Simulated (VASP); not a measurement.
Runs of VASP 6.6.1 on ZrB2. The structure is that of space group Fm-3m (No. 225), or close to it. The cells are those of the table. 

```tsv
task	cell	k mesh	cutoff (eV)	gap on the mesh (eV)	pressure (GPa)	relaxed volume (Å³/atom)
single point	a = 3.870 Å, angles 60.0°, 3 atoms	6 × 6 × 6	520	none	0.1	-
single point	a = 3.879 Å, angles 60.0°, 3 atoms	14 × 14 × 14	520	none	0.1	-
single point	a = 3.510 Å, angles 60.0°, 3 atoms	6 × 6 × 6	520	none	65.8	-
relaxation of cell and atoms	relaxed from a = 3.870 Å, angles 60.0°, 3 atoms	14 × 14 × 14	600	none	0.0	(a)
relaxation of cell and atoms	relaxed from a = 3.510 Å, angles 60.0°, 3 atoms	6 × 6 × 6	600	none	-0.3	13.70
```

Alike in all rows: level PBE; potentials or basis VASP PAW PBE potentials, release 64 (Zr_sv, B); no spin polarisation; smearing gaussian 0.1 eV.

Task: Fill in the values left out.

Result: (a) 13.77.

Caveats: some runs use coarse meshes; the volume moved by over 15 % at a fixed basis, so the end points are rough (at least some runs).

A k mesh can miss the band edges, and the runs leave out spin-orbit coupling on Zr.

A gap of «none» marks levels without a gap at the run's occupations.
